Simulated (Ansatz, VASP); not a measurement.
**One calculation of SiC, two programs**

Contents of POSCAR:

```
SiC
1.0
   -3.0759982064      0.0000000000      0.0000000000
   -1.5379991032     -2.6638925888      0.0000000000
    0.0000000000      0.0000000000     10.3460000000
Si C
4 4
Direct
    0.3333333333      0.3333333333      0.6379528320
    0.3333333333      0.3333333333      0.1500347961
    0.6666666667      0.6666666667      0.8819118500
    0.6666666667      0.6666666667      0.3939938140
    0.3333333333      0.3333333333      0.8258012759
    0.3333333333      0.3333333333      0.3378832399
    0.6666666667      0.6666666667      0.0939242219
    0.6666666667      0.6666666667      0.5818422579
```

Contents of INCAR.step1:

```
SYSTEM = SiC
PREC = Accurate
ENCUT = 520
ISMEAR = 0
SIGMA = 0.05
LREAL = .FALSE.
LASPH = .TRUE.
NELM = 100
NBANDS = 26
GGA = PE
ALGO = Normal
EDIFF = 1E-4
LWAVE = .TRUE.
LCHARG = .FALSE.
```

File INCAR.step2:

```
SYSTEM = SiC
PREC = Accurate
ENCUT = 520
EDIFF = 1E-7
ISMEAR = 0
SIGMA = 0.05
LREAL = .FALSE.
LASPH = .TRUE.
NELM = 100
ALGO = Normal
ISIF = 2
LWAVE = .FALSE.
LCHARG = .FALSE.
METAGGA = R2SCAN
LMIXTAU = .TRUE.
NBANDS = 26
ISTART = 1
```

Contents of KPOINTS:

```
Automatic mesh
0
G
  8 8 3
  0 0 0
```

Input for Ansatz:

```yaml
crystal:
  lattice:
    - [-3.0759982064, 0.0, 0.0]
    - [-1.5379991032, -2.6638925888, 0.0]
    - [0.0, 0.0, 10.346]
  atoms:
    - { symbol: Si, position: [0.3333333333, 0.3333333333, 0.637952832] }
    - { symbol: Si, position: [0.3333333333, 0.3333333333, 0.1500347961] }
    - { symbol: Si, position: [0.6666666667, 0.6666666667, 0.88191185] }
    - { symbol: Si, position: [0.6666666667, 0.6666666667, 0.393993814] }
    - { symbol: C, position: [0.3333333333, 0.3333333333, 0.8258012759] }
    - { symbol: C, position: [0.3333333333, 0.3333333333, 0.3378832399] }
    - { symbol: C, position: [0.6666666667, 0.6666666667, 0.0939242219] }
    - { symbol: C, position: [0.6666666667, 0.6666666667, 0.5818422579] }
basis:
  ecutwfc: 500
kpoints:
  mp_grid: { grid: [8, 8, 3] }
hamiltonian:
  xc: r2scan
scf:
  occupations: { method: gaussian, width: 0.05 }
output:
  forces: true
  stress: true
  eigenvalues: true
```

Alike in both runs: task single point; functional r2SCAN; k mesh 8 × 8 × 3; occupations gaussian, width 0.05 eV; no spin polarisation.

```csv
,VASP,Ansatz
version,VASP 6.6.1,Ansatz 0.2.0
potentials or method,"VASP PAW PBE potentials, release 64 (Si, C), cutoff 520 eV","scalar-relativistic, plane waves, PAW"
valence electrons in the cell,32,32
```

Ansatz gave:

| Item | Value |
| --- | --- |
| gap on the k mesh at the Fermi level (eV) | 3.01 |
| least direct gap on the mesh (eV) | 4.57 |
| pressure (GPa) | -3.0 |
| traceless stress, the component that is largest in VASP (GPa) | -8.56 |
| rms of the force components (eV/Å) | 0.651 |

Question: What did VASP give for the same quantities?

Answer: gap on the k mesh at the Fermi level (eV): 3.02; least direct gap on the mesh (eV): 4.58; pressure (GPa): -3.2; traceless stress, the component that is largest in VASP (GPa): -8.57; rms of the force components (eV/Å): 0.650.

VASP's potentials were made for PBE, not for r2SCAN. Atom by atom the forces differ by 0.003 eV/Å (rms over components).
